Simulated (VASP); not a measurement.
# GaSb (I-4m2) in VASP: single point with PBE

Aim: the single point of GaSb with PBE.

Everything below comes from runs of VASP 6.6.1. Logs are shortened: lines on timing, memory, paths and dates and some standing lists are left out, and cuts for length are marked.

## 1. The cell of the first run

Symmetry: I-4m2, No. 119, tetragonal system. Conventional cell: a = 5.507 Å, b = 5.507 Å, c = 3.181 Å, α = 90.00°, β = 90.00°, γ = 90.00°. Ga (site symmetry -4m2) has 8 Sb at 2.87 to 3.64 Å and 2 Ga at 3.18 Å within 3.8 Å. Sb (site symmetry -4m2) has 8 Ga at 2.87 to 3.64 Å and 2 Sb at 3.18 Å within 3.8 Å.

## 2. Single point, PBE

Contents of INCAR:

```
PREC = Accurate ; ENCUT = 520
EDIFF = 1E-7 ; ISMEAR = 0
SIGMA = 0.1 ; LREAL = False
LASPH = True ; NELM = 60
ALGO = Normal ; ISIF = 2
LWAVE = False ; LCHARG = True
GGA = PE ; LELF = True
LVHAR = True ; NBANDS = 16
```

Contents of KPOINTS:

```
regular mesh
0
Gamma
  6 6 6
```

Contents of POSCAR:

```
GaSb
1.0
   -2.7534339400      2.7534339400      1.5907069400
    2.7534339400     -2.7534339400      1.5907069400
    2.7534339400      2.7534339400     -1.5907069400
Ga Sb
1 1
Direct
    0.7500000000      0.2500000000      0.5000000000
    0.0000000000      0.0000000000      0.0000000000
```

Potentials or basis: VASP PAW PBE potentials, release 64 (Ga_d, Sb).

Command:

```bash
cat potpaw_PBE.64/Ga_d/POTCAR potpaw_PBE.64/Sb/POTCAR > POTCAR
mpirun -np 1 vasp_std > vasp.out
```

OUTCAR:

```text
PREC = Accurate
   ENCUT = 520
   EDIFF = 1E-7
   ISMEAR = 0
   LREAL = False
   LASPH = True
   NELM = 60
   ISIF = 2
   GGA = PE

 ion  position               nearest neighbor table
   1  0.750  0.250  0.500-   2 2.87   2 2.87   2 2.87   2 2.87
   2  0.000  0.000  0.000-   1 2.87   1 2.87   1 2.87   1 2.87

  LATTYP: Found a body centered tetragonal cell.
 ALAT       =     5.5068678800
 C/A-ratio  =     0.5777174883

  Lattice vectors:

 A1 = (  -2.7534339400,   2.7534339400,   1.5907069400)
 A2 = (   2.7534339400,  -2.7534339400,   1.5907069400)
 A3 = (   2.7534339400,   2.7534339400,  -1.5907069400)

Analysis of symmetry for initial positions (statically):
=====================================================================
 Subroutine PRICEL returns:
 Original cell was already a primitive cell.

 Routine SETGRP: Setting up the symmetry group for a
 body centered tetragonal supercell.

 Subroutine GETGRP returns: Found  8 space group operations
 (whereof  8 operations were pure point group operations)
 out of a pool of 16 trial point group operations.

The static configuration has the point symmetry D_2d.

Analysis of symmetry for dynamics (positions and initial velocities):
=====================================================================
 Subroutine PRICEL returns:
 Original cell was already a primitive cell.

 Routine SETGRP: Setting up the symmetry group for a
 body centered tetragonal supercell.

 Subroutine GETGRP returns: Found  8 space group operations
 (whereof  8 operations were pure point group operations)
 out of a pool of 16 trial point group operations.

The dynamic configuration has the point symmetry D_2d.

 Subroutine INISYM returns: Found  8 space group operations
 (whereof  8 operations are pure point group operations),
 and found     1 'primitive' translations

----------------------------------------------------------------------------------------

                                     Primitive cell

  volume of cell :      48.2391

  direct lattice vectors                    reciprocal lattice vectors
    -2.753433940  2.753433940  1.590706940     0.000000000  0.181591428  0.314325654
     2.753433940 -2.753433940  1.590706940     0.181591428  0.000000000  0.314325654
     2.753433940  2.753433940 -1.590706940     0.181591428  0.181591428  0.000000000

  length of vectors
     4.206322086  4.206322086  4.206322086     0.363009729  0.363009729  0.256809060

  position of ions in fractional coordinates (direct lattice)
     0.750000000  0.250000000  0.500000000
     0.000000000  0.000000000  0.000000000

  ion indices of the primitive-cell ions
   primitive index   ion index
                 1           1
                 2           2

----------------------------------------------------------------------------------------

 KPOINTS: regular mesh

Automatic generation of k-mesh.
 Grid dimensions read from file:
 generate k-points for:    6    6    6

 Generating k-lattice:

  Cartesian coordinates                     Fractional coordinates (reciprocal lattice)
     0.000000000  0.030265238  0.052387609     0.166666667  0.000000000 -0.000000000
     0.030265238  0.000000000  0.052387609     0.000000000  0.166666667 -0.000000000
     0.030265238  0.030265238  0.000000000     0.000000000  0.000000000  0.166666667

  Length of vectors
     0.060501622  0.060501622  0.042801510

  Shift w.r.t. Gamma in fractional coordinates (k-lattice)
     0.000000000  0.000000000  0.000000000

 Subroutine IBZKPT returns following result:
 ===========================================

 Found     30 irreducible k-points:

 Following reciprocal coordinates:
            Coordinates               Weight
  0.000000  0.000000  0.000000      1.000000
  0.166667  0.000000  0.000000      8.000000
  0.333333  0.000000 -0.000000      8.000000
  0.500000 -0.000000  0.000000      4.000000
  0.166667  0.166667  0.000000      8.000000
  0.333333  0.166667  0.000000     16.000000
[... 16 lines left out ...]
 -0.333333 -0.333333  0.166667      8.000000
 -0.166667 -0.333333  0.166667      8.000000
 [... further k-points ...]
   k-points           NKPTS =     30   k-points in BZ     NKDIM =     30   number of bands    NBANDS=     16
   number of dos      NEDOS =    301   number of ions     NIONS =      2
   total plane-waves  NPLWV =  32768
   dimension x,y,z NGX =    32 NGY =   32 NGZ =   32
   dimension x,y,z NGXF=    64 NGYF=   64 NGZF=   64
   ions per type =               1   1
   NGX,Y,Z   is equivalent  to a cutoff of  12.65, 12.65, 12.65 a.u.
   NGXF,Y,Z  is equivalent  to a cutoff of  25.29, 25.29, 25.29 a.u.
 SYSTEM =  unknown system
   PREC   = accura    normal or accurate (medium, high low for compatibility)
   ISTART =      0    job   : 0-new  1-cont  2-samecut
   ICHARG =      2    charge: 1-file 2-atom 10-const
   ISPIN  =      1    spin polarized calculation?
   LNONCOLLINEAR =      F non collinear calculations
   LSORBIT =      F    spin-orbit coupling
   LASPH  =      T    aspherical Exc in radial PAW
   ENCUT  =  520.0 eV  38.22 Ry    6.18 a.u.   7.82  7.82  7.82*2*pi/ulx,y,z
   NELM   =     60;   NELMIN=  2; NELMDL= -5     # of ELM steps
   EDIFF  = 0.1E-06   stopping-criterion for ELM
   LREAL  =      F    real-space projection
   EDIFFG = 0.1E-05   stopping-criterion for IOM
   NSW    =      0    number of steps for IOM
   IBRION =     -1    ionic relax: 0-MD 1-quasi-New 2-CG
   NFREE  =      0    steps in history (QN), initial steepest desc. (CG)
   ISIF   =      2    stress and relaxation
   ISYM   =      2    0-nonsym 1-usesym 2-fastsym
   POTIM  = 0.5000    time-step for ionic-motion
   TEBEG  =    0.0;   TEEND  =   0.0 temperature during run
   PSTRESS=    0.0 pullay stress
   NELECT =      18.0000    total number of electrons
   NUPDOWN=      -1.0000    fix difference up-down
   EMIN   =  10.00;   EMAX   =-10.00  energy-range for DOS
   EFERMI =   0.00;   METHOD = LEGACY
   ISMEAR =     0;   SIGMA  =   0.10  broadening in eV -4-tet -1-fermi 0-gaus
   EFERMI_NEDOS =   21; number of points for ismear=-14 and -15
   IALGO  =     38    algorithm
   IMIX   =      4    mixing-type and parameters
     AMIX     =   0.40;   BMIX     =  1.00
     AMIX_MAG =   1.60;   BMIX_MAG =  1.00
  volume/ion in A,a.u.               =      24.12       162.77
  Fermi-wavevector in a.u.,A,eV,Ry     =   1.178598  2.227228 18.899773  1.389094
  Thomas-Fermi vector in A             =   2.314924
   LORBIT       =      0    0 simple, 1 ext, 2 COOP (PROOUT), +10 PAW based schemes
   GGA     = PE    functional components
   LHFCALC =     F    Hartree Fock is set to
   AEXX    =    0.0000 exact exchange contribution
   IVDW    =     0    specifies the selected vdW correction
   LEPSILON=     F    determine dielectric tensor
   LRPA    =     F    only Hartree local field effects (RPA)
 non-spin polarized calculation
 Gauss-broadening in eV      SIGMA  =   0.10
  energy-cutoff  :      520.00
  volume of cell :       48.24
 maximum number of plane-waves:      1309
   NGX = 15   NGY = 15   NGZ = 15

 number of electron      17.9999994 magnetization

 Free energy of the ion-electron system (eV)
  ---------------------------------------------------
  ext. energy  EPLUGINS =         0.00000000
  ---------------------------------------------------
  free energy    TOTEN  =        -6.96729584 eV

  energy without entropy =       -6.96216218  energy(sigma->0) =       -6.96472901

 E-fermi :   6.7255     XC(G=0): -10.2341

 val. band max:        6.6788267029   @ k =   0.3333   0.1667   0.0000
 cond. band min:       6.9982093731   @ k =   0.3333   0.0000  -0.0000
 fundamental gap:      0.3193826702
 Fermi energy:         6.7255341488

 k-point     1 :       0.0000    0.0000    0.0000
  band No.  band energies     occupation
      1      -8.3711      2.00000
      2      -8.2810      2.00000
      3      -8.2737      2.00000
      4      -8.2580      2.00000
      5      -8.2580      2.00000
      6      -5.3800      2.00000
[... 8 lines left out ...]
     15      16.3576      0.00000
     16      17.2381      0.00000

 k-point     2 :       0.1667    0.0000    0.0000
  band No.  band energies     occupation
      1      -8.3385      2.00000
      2      -8.2847      2.00000
      3      -8.2737      2.00000
      4      -8.2712      2.00000
      5      -8.2664      2.00000
      6      -4.8526      2.00000
[... 8 lines left out ...]
     15      14.9980      0.00000
     16      16.0458      0.00000

 k-point     3 :       0.3333    0.0000   -0.0000
  band No.  band energies     occupation
      1      -8.3088      2.00000
      2      -8.3011      2.00000
      3      -8.2872      2.00000
      4      -8.2680      2.00000
      5      -8.2555      2.00000
      6      -3.3312      2.00000
[... 8 lines left out ...]
     15      13.8624      0.00000
     16      17.2152      0.00000

 k-point     4 :       0.5000   -0.0000    0.0000
  band No.  band energies     occupation
      1      -8.3227      2.00000
      2      -8.3152      2.00000
      3      -8.2902      2.00000
      4      -8.2496      2.00000
      5      -8.2358      2.00000
      6      -1.7487      2.00000
[... 8 lines left out ...]
     15      16.9269      0.00000
     16      17.4817      0.00000

 k-point     5 :       0.1667    0.1667    0.0000
  band No.  band energies     occupation
      1      -8.3045      2.00000
      2      -8.3006      2.00000
      3      -8.2873      2.00000
      4      -8.2706      2.00000
      5      -8.2579      2.00000
      6      -3.5578      2.00000
[... 8 lines left out ...]
     15      14.7573      0.00000
     16      15.3143      0.00000

 k-point     6 :       0.3333    0.1667    0.0000
  band No.  band energies     occupation
      1      -8.3209      2.00000
      2      -8.3139      2.00000
      3      -8.2917      2.00000
      4      -8.2505      2.00000
      5      -8.2365      2.00000
      6      -1.7874      2.00000
[... 8 lines left out ...]
     15      16.2332      0.00000
     16      17.0317      0.00000

 k-point     7 :       0.5000    0.1667    0.0000
  band No.  band energies     occupation
      1      -8.3114      2.00000
      2      -8.3006      2.00000
      3      -8.2903      2.00000
      4      -8.2660      2.00000
      5      -8.2521      2.00000
      6      -2.7280      2.00000
[... 8 lines left out ...]
     15      15.9005      0.00000
     16      16.8300      0.00000

 k-point     8 :      -0.3333    0.1667    0.0000
  band No.  band energies     occupation
      1      -8.3350      2.00000
      2      -8.2929      2.00000
      3      -8.2743      2.00000
      4      -8.2695      2.00000
      5      -8.2607      2.00000
      6      -4.3852      2.00000
[... 8 lines left out ...]
     15      15.5718      0.00000
     16      16.3173      0.00000

 k-point     9 :      -0.1667    0.1667    0.0000
  band No.  band energies     occupation
      1      -8.3687      2.00000
      2      -8.2860      2.00000
      3      -8.2708      2.00000
      4      -8.2585      2.00000
      5      -8.2557      2.00000
      6      -5.1392      2.00000
[... 8 lines left out ...]
     15      15.7710      0.00000
     16      16.8709      0.00000
[... 172 lines left out ...]
 k-point    19 :      -0.1667    0.3333    0.1667
  band No.  band energies     occupation
      1      -8.3347      2.00000
      2      -8.3074      2.00000
      3      -8.2726      2.00000
      4      -8.2685      2.00000
      5      -8.2549      2.00000
      6      -3.9246      2.00000
[... 8 lines left out ...]
     15      17.1026      0.00000
     16      17.8435      0.00000

 k-point    20 :       0.5000    0.5000    0.1667
  band No.  band energies     occupation
      1      -8.3628      2.00000
      2      -8.3165      2.00000
      3      -8.2577      2.00000
      4      -8.2571      2.00000
      5      -8.2499      2.00000
      6      -3.6877      2.00000
[... 8 lines left out ...]
     15      16.6305      0.00000
     16      18.7621      0.00000

 k-point    21 :      -0.3333    0.5000    0.1667
  band No.  band energies     occupation
      1      -8.3337      2.00000
      2      -8.3208      2.00000
      3      -8.2714      2.00000
      4      -8.2668      2.00000
      5      -8.2506      2.00000
      6      -3.2216      2.00000
[... 8 lines left out ...]
     15      17.3441      0.00000
     16      18.1702      0.00000

 k-point    22 :      -0.1667    0.5000    0.1667
  band No.  band energies     occupation
      1      -8.3174      2.00000
      2      -8.2999      2.00000
      3      -8.2951      2.00000
      4      -8.2658      2.00000
      5      -8.2480      2.00000
      6      -2.2134      2.00000
[... 8 lines left out ...]
     15      17.7402      0.00000
     16      17.9036      0.00000

 k-point    23 :      -0.3333   -0.3333    0.1667
  band No.  band energies     occupation
      1      -8.3195      2.00000
      2      -8.3001      2.00000
      3      -8.2959      2.00000
      4      -8.2668      2.00000
      5      -8.2468      2.00000
      6      -1.8625      2.00000
[... 8 lines left out ...]
     15      17.4248      0.00000
     16      17.9186      0.00000

 k-point    24 :      -0.1667   -0.3333    0.1667
  band No.  band energies     occupation
      1      -8.3162      2.00000
      2      -8.3136      2.00000
      3      -8.2975      2.00000
      4      -8.2507      2.00000
      5      -8.2391      2.00000
      6      -2.0295      2.00000
[... 8 lines left out ...]
     15      16.4915      0.00000
     16      18.4821      0.00000

 [... further k-points ...]
[... 5 lines left out ...]
  --------------------------------------------------------------------------------------
  -------------------------------------------------------------------------------------
  Total        0.4439629      0.4439629     -0.5386628      0.0000000      0.0000000      0.0000000
  in kB       14.7454422     14.7454422    -17.8907318      0.0000000      0.0000000      0.0000000
  external PRESSURE =       3.8667175 kB  Pullay stress =       0.0000000 kB

 VOLUME and BASIS-vectors are now :
 -----------------------------------------------------------------------------
  energy-cutoff  :      520.00
  volume of cell :       48.24
      direct lattice vectors                 reciprocal lattice vectors
    -2.753433940  2.753433940  1.590706940     0.000000000  0.181591428  0.314325654
     2.753433940 -2.753433940  1.590706940     0.181591428  0.000000000  0.314325654
     2.753433940  2.753433940 -1.590706940     0.181591428  0.181591428  0.000000000

 POSITION                                       TOTAL-FORCE (eV/Angst)
 -----------------------------------------------------------------------------------
      0.00000      2.75343      0.79535         0.000000      0.000000     -0.000000
      0.00000      0.00000      0.00000        -0.000000     -0.000000      0.000000
 -----------------------------------------------------------------------------------
    total drift:                               -0.000000      0.000000      0.000000

  FREE ENERGIE OF THE ION-ELECTRON SYSTEM (eV)
  ---------------------------------------------------
  free  energy   TOTEN  =        -6.9672958445 eV

  energy  without entropy=       -6.9621621842  energy(sigma->0) =       -6.96472901
```

Wall time 16 s (1 thread of Intel Xeon 8259CL, shared host); peak memory 0.18 GiB.

Results:

- Free energy: -6.9673 eV
- Pressure: 0.4 GPa
- Band gap on the k mesh: zero (band 9 reaches 8.36 eV, above the bottom of band 10 at 3.56 eV)

Caveat: the k points lie up to 0.38 Å⁻¹ apart; spin-orbit coupling is left out, which moves the levels of the heavy elements.
